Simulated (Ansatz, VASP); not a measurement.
**LiF in VASP and in Ansatz**

File POSCAR:

```
LiF
1.0
    0.0000000000      2.0617793868      2.0617793868
    2.0617793868      0.0000000000      2.0617793868
    2.0617793868      2.0617793868      0.0000000000
Li F
1 1
Direct
    0.0000000000      0.0000000000      0.0000000000
    0.5000000000      0.5000000000      0.5000000000
```

Contents of INCAR.step1:

```
PREC     = Accurate       # precision mode
ENCUT    = 520            # plane-wave cutoff, eV
EDIFF    = 1E-5           # SCF threshold, eV
ISMEAR   = -1             # smearing method
SIGMA    = 0.05           # smearing width, eV
LREAL    = False          # projectors in reciprocal space
LASPH    = True           # aspherical terms in the spheres
NELM     = 60             # most SCF steps
ALGO     = Normal         # electronic algorithm
ISIF     = 2              # what is computed and relaxed
LWAVE    = True           # write WAVECAR
LCHARG   = False          # write CHGCAR
GGA      = PE             # functional
NBANDS   = 12             # bands
```

The input INCAR.step2:

```
PREC     = Accurate       # precision mode
ENCUT    = 520            # plane-wave cutoff, eV
EDIFF    = 1E-6           # SCF threshold, eV
ISMEAR   = -1             # smearing method
SIGMA    = 0.05           # smearing width, eV
LREAL    = False          # projectors in reciprocal space
LASPH    = True           # aspherical terms in the spheres
NELM     = 60             # most SCF steps
ALGO     = Normal         # electronic algorithm
ISIF     = 2              # what is computed and relaxed
LWAVE    = False          # write WAVECAR
LCHARG   = False          # write CHGCAR
GGA      = PE             # functional
LHFCALC  = True           # exact exchange
HFSCREEN = 0.2079         # screening, 1/A
PRECFOCK = Normal       
ISTART   = 1            
NBANDS   = 12             # bands
```

File KPOINTS:

```
regular mesh
0
Gamma
  4 4 4
```

Input for Ansatz:

```yaml
crystal:
  lattice:
    - [0.0, 2.061779386774, 2.061779386774]
    - [2.061779386774, 0.0, 2.061779386774]
    - [2.061779386774, 2.061779386774, 0.0]
  atoms:
    - { symbol: Li, position: [0.0, 0.0, 0.0] }
    - { symbol: F, position: [0.5, 0.5, 0.5] }
kpoints:
  mp_grid: { grid: [4, 4, 4] }
hamiltonian:
  xc: hse06
  pseudopotentials: { kind: paw }
scf:
  occupations: { method: fermi_dirac, width: 0.05 }
output:
  forces: true
  stress: true
  eigenvalues: true
```

Alike in both runs: task single point; functional HSE06; k mesh 4 × 4 × 4; occupations fermi-dirac, width 0.05 eV; no spin polarisation.

|  | VASP | Ansatz |
| --- | --- | --- |
| version | VASP 6.6.1 | Ansatz 0.2.0 development build |
| potentials or method | VASP PAW PBE potentials, release 64 (Li_sv, F) | plane waves, PAW datasets (generated soft set 1) |
| plane-wave cutoff (eV) | 520 | 420 |
| valence electrons in the cell | 10 | 10 |

Ansatz gave:

* gap on the k mesh at the Fermi level (eV): 10.76

Question: Which values does VASP return?

Answer: gap on the k mesh at the Fermi level (eV): 10.75.

With one functional, cell and mesh, what is left measures potentials, basis and numerics. Ansatz's warnings: stress exchange threshold loose, stress scf threshold loose.

The k mesh is coarse, so the values compare programs but aren't converged. Noted on VASP's run: the cutoff is short for stress, so the pressure is rough.
